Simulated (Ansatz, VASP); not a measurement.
**One calculation of SiC5, two programs**

```
C Si
1.0
     2.73098    0.00000    0.00000
    -1.36549    2.36510    0.00000
     0.00000    0.00000    6.77889
C Si
5 1
Direct
  0.00000 0.00000 0.97108
  0.66667 0.33333 0.66966
  0.33333 0.66667 0.36716
  0.66667 0.33333 0.89606
  0.33333 0.66667 0.59330
  0.00000 0.00000 0.25275
```

Alike in both runs: task single point; functional PBE; k mesh 9 × 9 × 4; no spin polarisation.

|  | VASP | Ansatz |
| --- | --- | --- |
| version | VASP 6.6.1 | Ansatz 0.2.0 |
| potentials or method | VASP PAW PBE potentials, release 64 (C, Si) | plane waves, PAW |
| plane-wave cutoff (eV) | 520 | 420 |
| occupations | gaussian, width 0.01 eV | fixed |
| valence electrons in the cell | 24 | 24 |

|  | VASP | Ansatz | Ansatz less VASP |
| --- | --- | --- | --- |
| gap on the k mesh at the Fermi level (eV) | 1.38 | 1.40 | +0.010 |
| pressure (GPa) | 0.1 | 0.0 | -0.13 |
| traceless stress, the component that is largest in VASP (GPa) | -0.05 | -0.01 | +0.038 |
| rms of the force components (eV/Å) | 0.015 | 0.001 | -0.0144 |

Atom by atom the forces differ by 0.015 eV/Å (rms over components).
